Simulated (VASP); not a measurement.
Write the native input for VASP 6.6.1 that does the following.

| Item | Value |
| --- | --- |
| Task | single point |
| Functional | LDA |
| Potentials or basis | VASP PAW LDA potentials, release 64 (Sr_sv) |
| Cutoff | 520 eV |
| k mesh | 10 × 10 × 10 |
| Occupations | fermi-dirac, width 0.08 eV |
| Spin | no spin polarisation |
| Dipole correction | no |
| Further INCAR settings | ALGO = Normal; EDIFF = 1e-06; NBANDS = 11 |

The structure of Sr lies in POSCAR:

```
Sr
1.0
    0.0000000000      3.0012321217      3.0012321217
    3.0012321217      0.0000000000      3.0012321217
    3.0012321217      3.0012321217      0.0000000000
Sr
1
Direct
    0.0000000000      0.0000000000      0.0000000000
```

This cell differs from its parent crystal: volume scaled by 0.96.

These files were run (other wordings do the same):

INCAR

```
PREC = Accurate
ENCUT = 520
EDIFF = 1E-6
ISMEAR = -1
SIGMA = 0.08
LREAL = False
LASPH = True
NELM = 80
ALGO = Normal
ISIF = 2
LWAVE = False
LCHARG = False
NBANDS = 11
```

KPOINTS

```
regular mesh
0
Gamma
  10 10 10
```

Potentials or basis: VASP PAW LDA potentials, release 64 (Sr_sv).

The run is started by

```sh
$ cat potpaw_LDA.64/Sr_sv/POTCAR > POTCAR
$ mpirun -np 1 vasp_std > vasp.out
```

It gave:

| Item | Value |
| --- | --- |
| Pressure | -1.2 GPa |
| Band gap on the k mesh | zero (band 5 reaches 1.52 eV, above the bottom of band 6 at 1.49 eV) |

It took 8.8 s on 1 thread of Intel(R) Xeon(R) Platinum 8488C (Sapphire Rapids) (shared host), peak memory 0.16 GiB.
